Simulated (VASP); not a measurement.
# W (Fm-3m) in VASP: further runs

The runs below take W through single point, with PBE, RPBE+D3(BJ), revPBE+D3(BJ), PBEsol+D4.

Program: VASP 6.6.1. These are calculated values, not measurements. Logs are shortened: lines on timing, memory, paths and dates and some standing lists are left out, and cuts for length are marked.

### 1 The cell of the first run

It takes space group Fm-3m (No. 225, cubic). Conventional cell: a = 4.060 Å, b = 4.060 Å, c = 4.060 Å, α = 90.00°, β = 90.00°, γ = 90.00°. W (site symmetry m-3m) has 12 W at 2.87 Å within 3.8 Å.

### 2 Single point, PBE

The input, INCAR:

```
SYSTEM = W
PREC = Accurate
ENCUT = 520
EDIFF = 1E-7
ISMEAR = -1
SIGMA = 0.05
LREAL = .False.
LASPH = .True.
NELM = 80
ALGO = Fast
ISIF = 2
LWAVE = .False.
LCHARG = .True.
GGA = PE
LELF = .True.
LVHAR = .True.
NBANDS = 13
```

The input, KPOINTS:

```
regular mesh
0
Gamma
  11 11 11
  0 0 0
```

The input, POSCAR:

```
W
1.0
    0.0000000000      2.0300000000      2.0300000000
    2.0300000000      0.0000000000      2.0300000000
    2.0300000000      2.0300000000      0.0000000000
W
1
Direct
    0.0000000000      0.0000000000      0.0000000000
```

Potentials or basis: VASP PAW PBE potentials, release 64 (W_sv).

Started as:

```
$ cat potpaw_PBE.64/W_sv/POTCAR > POTCAR
$ mpirun -np 1 vasp_std > vasp.out
```

OUTCAR:

```text
SYSTEM = W
   PREC = Accurate
   ENCUT = 520
   EDIFF = 1E-7
   ISMEAR = -1
   LREAL = .False.
   LASPH = .True.
   NELM = 80
   ISIF = 2
   GGA = PE

 ion  position               nearest neighbor table
   1  0.000  0.000  0.000-

  LATTYP: Found a face centered cubic cell.
 ALAT       =     4.0600000000

  Lattice vectors:

 A1 = (   0.0000000000,   2.0300000000,   2.0300000000)
 A2 = (   2.0300000000,   0.0000000000,   2.0300000000)
 A3 = (   2.0300000000,   2.0300000000,   0.0000000000)

Analysis of symmetry for initial positions (statically):
=====================================================================
 Subroutine PRICEL returns:
 Original cell was already a primitive cell.

 Routine SETGRP: Setting up the symmetry group for a
 face centered cubic supercell.

 Subroutine GETGRP returns: Found 48 space group operations
 (whereof 48 operations were pure point group operations)
 out of a pool of 48 trial point group operations.

The static configuration has the point symmetry O_h .

Analysis of symmetry for dynamics (positions and initial velocities):
=====================================================================
 Subroutine PRICEL returns:
 Original cell was already a primitive cell.

 Routine SETGRP: Setting up the symmetry group for a
 face centered cubic supercell.

 Subroutine GETGRP returns: Found 48 space group operations
 (whereof 48 operations were pure point group operations)
 out of a pool of 48 trial point group operations.

The dynamic configuration has the point symmetry O_h .

 Subroutine INISYM returns: Found 48 space group operations
 (whereof 48 operations are pure point group operations),
 and found     1 'primitive' translations

----------------------------------------------------------------------------------------

                                     Primitive cell

  volume of cell :      16.7309

  direct lattice vectors                    reciprocal lattice vectors
     0.000000000  2.030000000  2.030000000    -0.246305419  0.246305419  0.246305419
     2.030000000  0.000000000  2.030000000     0.246305419 -0.246305419  0.246305419
     2.030000000  2.030000000  0.000000000     0.246305419  0.246305419 -0.246305419

  length of vectors
     2.870853532  2.870853532  2.870853532     0.426613499  0.426613499  0.426613499

  position of ions in fractional coordinates (direct lattice)
     0.000000000  0.000000000  0.000000000

  ion indices of the primitive-cell ions
   primitive index   ion index
                 1           1

----------------------------------------------------------------------------------------

 KPOINTS: regular mesh

Automatic generation of k-mesh.
 Grid dimensions read from file:
 generate k-points for:   11   11   11

 Generating k-lattice:

  Cartesian coordinates                     Fractional coordinates (reciprocal lattice)
    -0.022391402  0.022391402  0.022391402     0.090909091  0.000000000  0.000000000
     0.022391402 -0.022391402  0.022391402     0.000000000  0.090909091  0.000000000
     0.022391402  0.022391402 -0.022391402     0.000000000  0.000000000  0.090909091

  Length of vectors
     0.038783045  0.038783045  0.038783045

  Shift w.r.t. Gamma in fractional coordinates (k-lattice)
     0.000000000  0.000000000  0.000000000

 Subroutine IBZKPT returns following result:
 ===========================================

 Found     56 irreducible k-points:

 Following reciprocal coordinates:
            Coordinates               Weight
  0.000000  0.000000  0.000000      1.000000
  0.090909  0.000000  0.000000      8.000000
  0.181818  0.000000  0.000000      8.000000
  0.272727  0.000000  0.000000      8.000000
  0.363636  0.000000  0.000000      8.000000
  0.454545  0.000000  0.000000      8.000000
[... 16 lines left out ...]
 -0.272727  0.181818  0.000000     24.000000
 -0.181818  0.181818  0.000000     12.000000
 [... further k-points ...]
   k-points           NKPTS =     56   k-points in BZ     NKDIM =     56   number of bands    NBANDS=     13
   number of dos      NEDOS =    301   number of ions     NIONS =      1
   total plane-waves  NPLWV =  13824
   dimension x,y,z NGX =    24 NGY =   24 NGZ =   24
   dimension x,y,z NGXF=    48 NGYF=   48 NGZF=   48
   ions per type =               1
   NGX,Y,Z   is equivalent  to a cutoff of  13.90, 13.90, 13.90 a.u.
   NGXF,Y,Z  is equivalent  to a cutoff of  27.80, 27.80, 27.80 a.u.
 SYSTEM =  W
   PREC   = accura    normal or accurate (medium, high low for compatibility)
   ISTART =      0    job   : 0-new  1-cont  2-samecut
   ICHARG =      2    charge: 1-file 2-atom 10-const
   ISPIN  =      1    spin polarized calculation?
   LNONCOLLINEAR =      F non collinear calculations
   LSORBIT =      F    spin-orbit coupling
   LASPH  =      T    aspherical Exc in radial PAW
   ENCUT  =  520.0 eV  38.22 Ry    6.18 a.u.   5.34  5.34  5.34*2*pi/ulx,y,z
   NELM   =     80;   NELMIN=  2; NELMDL= -5     # of ELM steps
   EDIFF  = 0.1E-06   stopping-criterion for ELM
   LREAL  =      F    real-space projection
   EDIFFG = 0.1E-05   stopping-criterion for IOM
   NSW    =      0    number of steps for IOM
   IBRION =     -1    ionic relax: 0-MD 1-quasi-New 2-CG
   NFREE  =      0    steps in history (QN), initial steepest desc. (CG)
   ISIF   =      2    stress and relaxation
   ISYM   =      2    0-nonsym 1-usesym 2-fastsym
   POTIM  = 0.5000    time-step for ionic-motion
   TEBEG  =    0.0;   TEEND  =   0.0 temperature during run
   PSTRESS=    0.0 pullay stress
   NELECT =      14.0000    total number of electrons
   NUPDOWN=      -1.0000    fix difference up-down
   EMIN   =  10.00;   EMAX   =-10.00  energy-range for DOS
   EFERMI =   0.00;   METHOD = LEGACY
   ISMEAR =    -1;   SIGMA  =   0.05  broadening in eV -4-tet -1-fermi 0-gaus
   EFERMI_NEDOS =   21; number of points for ismear=-14 and -15
   IALGO  =     68    algorithm
   IMIX   =      4    mixing-type and parameters
     AMIX     =   0.40;   BMIX     =  1.00
     AMIX_MAG =   1.60;   BMIX_MAG =  1.00
  volume/ion in A,a.u.               =      16.73       112.91
  Fermi-wavevector in a.u.,A,eV,Ry     =   1.542688  2.915258 32.380324  2.379887
  Thomas-Fermi vector in A             =   2.648457
   LORBIT       =      0    0 simple, 1 ext, 2 COOP (PROOUT), +10 PAW based schemes
   GGA     = PE    functional components
   LHFCALC =     F    Hartree Fock is set to
   AEXX    =    0.0000 exact exchange contribution
   IVDW    =     0    specifies the selected vdW correction
   LEPSILON=     F    determine dielectric tensor
   LRPA    =     F    only Hartree local field effects (RPA)
 non-spin polarized calculation
 RMM-DIIS sequential band-by-band and
  energy-cutoff  :      520.00
  volume of cell :       16.73
 maximum number of plane-waves:       463
 NGX is ok and might be reduce to    24
   NGX = 11   NGY = 11   NGZ = 11

 number of electron      14.0000002 magnetization

 Free energy of the ion-electron system (eV)
  ---------------------------------------------------
  ext. energy  EPLUGINS =         0.00000000
  ---------------------------------------------------
  free energy    TOTEN  =       -12.48168900 eV

  energy without entropy =      -12.47296479  energy(sigma->0) =      -12.47732690

 E-fermi :  10.2372     XC(G=0): -13.3276

 val. band max:       10.1980660349   @ k =  -0.2727   0.0909   0.0000
 cond. band min:      10.2550603166   @ k =   0.1818   0.0909   0.0000
 fundamental gap:      0.0569942817
 Fermi energy:        10.2372224655

 k-point     1 :       0.0000    0.0000    0.0000
  band No.  band energies     occupation
      1     -63.4817      2.00000
      2     -27.1362      2.00000
      3     -27.1362      2.00000
      4     -27.1362      2.00000
      5       1.3351      2.00000
      6       9.6937      1.99996
      7       9.6937      1.99996
      8       9.6937      1.99996
      9      12.7335      0.00000
     10      12.7335      0.00000
     11      22.9885      0.00000
     12      28.1109      0.00000
     13      28.1109      0.00000

 k-point     2 :       0.0909    0.0000    0.0000
  band No.  band energies     occupation
      1     -63.4740      2.00000
      2     -27.2268      2.00000
      3     -27.1478      2.00000
      4     -27.1478      2.00000
      5       1.6859      2.00000
      6       9.4325      2.00000
      7       9.8522      1.99910
      8       9.8522      1.99910
      9      12.5964      0.00000
     10      12.5964      0.00000
     11      23.6773      0.00000
     12      26.7714      0.00000
     13      28.7679      0.00000

 k-point     3 :       0.1818    0.0000    0.0000
  band No.  band energies     occupation
      1     -63.4534      2.00000
      2     -27.4647      2.00000
      3     -27.1790      2.00000
      4     -27.1790      2.00000
      5       2.6330      2.00000
      6       8.9137      2.00000
      7      10.1322      1.78201
      8      10.1322      1.78201
      9      12.4864      0.00000
     10      12.4864      0.00000
     11      24.3452      0.00000
     12      25.8620      0.00000
     13      30.5808      0.00000

 k-point     4 :       0.2727    0.0000    0.0000
  band No.  band energies     occupation
      1     -63.4263      2.00000
      2     -27.7660      2.00000
      3     -27.2194      2.00000
      4     -27.2194      2.00000
      5       3.7965      2.00000
      6       8.7239      2.00000
      7      10.0635      1.93985
      8      10.0635      1.93985
      9      13.0328      0.00000
     10      13.0328      0.00000
     11      22.8101      0.00000
     12      26.7728      0.00000
     13      32.7272      0.00000

 k-point     5 :       0.3636    0.0000    0.0000
  band No.  band energies     occupation
      1     -63.4013      2.00000
      2     -28.0335      2.00000
      3     -27.2562      2.00000
      4     -27.2562      2.00000
      5       4.5315      2.00000
      6       9.4397      2.00000
      7       9.7399      1.99990
      8       9.7399      1.99990
      9      14.1112      0.00000
     10      14.1112      0.00000
     11      21.4934      0.00000
     12      24.6858      0.00000
     13      30.8744      0.00000

 k-point     6 :       0.4545    0.0000    0.0000
  band No.  band energies     occupation
      1     -63.3864      2.00000
      2     -28.1886      2.00000
      3     -27.2780      2.00000
      4     -27.2780      2.00000
      5       4.7174      2.00000
      6       9.5109      2.00000
      7       9.5109      2.00000
      8      10.5881      0.00179
      9      15.0020      0.00000
     10      15.0020      0.00000
     11      20.4359      0.00000
     12      22.8452      0.00000
     13      28.9467      0.00000

 k-point     7 :       0.0909    0.0909    0.0000
  band No.  band energies     occupation
      1     -63.4715      2.00000
      2     -27.2246      2.00000
      3     -27.1678      2.00000
      4     -27.1678      2.00000
      5       1.8036      2.00000
      6       9.2424      2.00000
      7       9.9757      1.98935
      8       9.9757      1.98935
      9      12.1765      0.00000
     10      12.8911      0.00000
     11      23.9260      0.00000
     12      27.2884      0.00000
     13      28.4294      0.00000
[... 193 lines left out ...]
 k-point    20 :       0.4545    0.1818    0.0000
  band No.  band energies     occupation
      1     -63.3809      2.00000
      2     -28.0381      2.00000
      3     -27.4352      2.00000
      4     -27.3565      2.00000
      5       5.6195      2.00000
      6       8.0342      2.00000
      7       9.1200      2.00000
      8      10.7957      0.00003
      9      15.2516      0.00000
     10      15.4443      0.00000
     11      20.9895      0.00000
     12      25.4384      0.00000
     13      27.7067      0.00000

 k-point    21 :      -0.4545    0.1818    0.0000
  band No.  band energies     occupation
      1     -63.3725      2.00000
      2     -28.1045      2.00000
      3     -27.4953      2.00000
      4     -27.3434      2.00000
      5       5.8140      2.00000
      6       8.1117      2.00000
      7       9.6612      1.99998
      8      10.5422      0.00448
      9      14.9745      0.00000
     10      16.9972      0.00000
     11      19.4129      0.00000
     12      25.0398      0.00000
     13      28.2726      0.00000

 k-point    22 :      -0.3636    0.1818    0.0000
  band No.  band energies     occupation
      1     -63.3775      2.00000
      2     -28.0544      2.00000
      3     -27.5178      2.00000
      4     -27.3062      2.00000
      5       5.8774      2.00000
      6       8.3456      2.00000
      7       9.2700      2.00000
      8      10.5007      0.01024
      9      13.8208      0.00000
     10      16.8315      0.00000
     11      20.7868      0.00000
     12      25.3783      0.00000
     13      27.0009      0.00000

 k-point    23 :      -0.2727    0.1818    0.0000
  band No.  band energies     occupation
      1     -63.3941      2.00000
      2     -27.9130      2.00000
      3     -27.4845      2.00000
      4     -27.2561      2.00000
      5       5.5307      2.00000
      6       8.3261      2.00000
      7       8.9163      2.00000
      8      10.7181      0.00013
      9      12.4209      0.00000
     10      16.0090      0.00000
     11      22.9093      0.00000
     12      26.2675      0.00000
     13      27.6177      0.00000

 k-point    24 :      -0.1818    0.1818    0.0000
  band No.  band energies     occupation
      1     -63.4171      2.00000
      2     -27.7376      2.00000
      3     -27.3893      2.00000
      4     -27.2091      2.00000
      5       4.4493      2.00000
      6       8.1904      2.00000
      7       9.6081      1.99999
      8      11.1692      0.00000
      9      11.2321      0.00000
     10      14.6279      0.00000
     11      24.3426      0.00000
     12      27.8818      0.00000
     13      28.6658      0.00000

 [... further k-points ...]
[... 5 lines left out ...]
  --------------------------------------------------------------------------------------
  -------------------------------------------------------------------------------------
  Total       -0.4650075     -0.4650075     -0.4650075      0.0000000      0.0000000      0.0000000
  in kB      -44.5299745    -44.5299745    -44.5299745      0.0000000      0.0000000      0.0000000
  external PRESSURE =     -44.5299745 kB  Pullay stress =       0.0000000 kB

 VOLUME and BASIS-vectors are now :
 -----------------------------------------------------------------------------
  energy-cutoff  :      520.00
  volume of cell :       16.73
      direct lattice vectors                 reciprocal lattice vectors
     0.000000000  2.030000000  2.030000000    -0.246305419  0.246305419  0.246305419
     2.030000000  0.000000000  2.030000000     0.246305419 -0.246305419  0.246305419
     2.030000000  2.030000000  0.000000000     0.246305419  0.246305419 -0.246305419

 POSITION                                       TOTAL-FORCE (eV/Angst)
 -----------------------------------------------------------------------------------
      0.00000      0.00000      0.00000        -0.000000      0.000000     -0.000000
 -----------------------------------------------------------------------------------
    total drift:                               -0.000000      0.000000      0.000000

  FREE ENERGIE OF THE ION-ELECTRON SYSTEM (eV)
  ---------------------------------------------------
  free  energy   TOTEN  =       -12.4816890008 eV

  energy  without entropy=      -12.4729647935  energy(sigma->0) =      -12.47732690
```

Wall time 12 s (1 thread of Intel Xeon Platinum 8488C (Sapphire Rapids), shared host); peak memory 0.14 GiB.

Results:

| Item | Value |
| --- | --- |
| Free energy | -12.4817 eV |
| Pressure | -4.5 GPa |
| Band gap on the k mesh | zero (band 7 reaches 12.79 eV, above the bottom of band 8 at 9.69 eV) |

Caveat: spin-orbit coupling is left out, which moves the levels of the heavy elements.

### 3 Single point, RPBE+D3(BJ)

This run uses another cell than the first one, of 14.36 Å³/atom, 0.858 times its volume.

The input, INCAR:

```
  PREC = Accurate
  ENCUT = 520
  EDIFF = 1E-6
  ISMEAR = -1
  SIGMA = 0.05
  LREAL = False
  LASPH = True
  NELM = 80
  ALGO = Fast
  ISIF = 2
  LWAVE = False
  LCHARG = False
  GGA = RP
  IVDW = 12
  NBANDS = 13
```

The input, KPOINTS:

```
regular mesh
0
Gamma
  11 11 11
```

The input, POSCAR:

```
W
1.0
    0.0000000000      1.9292429210      1.9292429210
    1.9292429210      0.0000000000      1.9292429210
    1.9292429210      1.9292429210      0.0000000000
W
1
Direct
    0.0000000000      0.0000000000      0.0000000000
```

Potentials or basis: VASP PAW PBE potentials, release 64 (W_sv).

Started as:

```
$ cat potpaw_PBE.64/W_sv/POTCAR > POTCAR
$ mpirun -np 1 vasp_std > vasp.out
```

Run time: 5.3 s. Hardware: 1 thread of Intel Xeon 6975P-C (Granite Rapids), shared host; peak memory 0.14 GiB.

The run converged. Its results:

- Free energy: -16.8353 eV
- Pressure: 1.2 GPa
- Band gap on the k mesh: zero (band 7 reaches 15.99 eV, above the bottom of band 8 at 11.75 eV)
- Dispersion energy per atom: -5.267 eV

Levels at points of the mesh, in eV from the Fermi level:
```
           k point  band 3  band 4  band 5  band 6  band 7  band 8  band 9  band 10  band 11  band 12
(0.00, 0.00, 0.00)  -36.83  -36.83   -9.61   -0.69   -0.69   -0.69    3.09     3.09    12.95    18.87
```

Caveat: the PAW data sets were made with another functional, which shifts forces and pressure a little; spin-orbit coupling is left out, which moves the levels of the heavy elements; pairwise dispersion overbinds metals, which lowers pressure and volume.

[end of part 1 of 2]
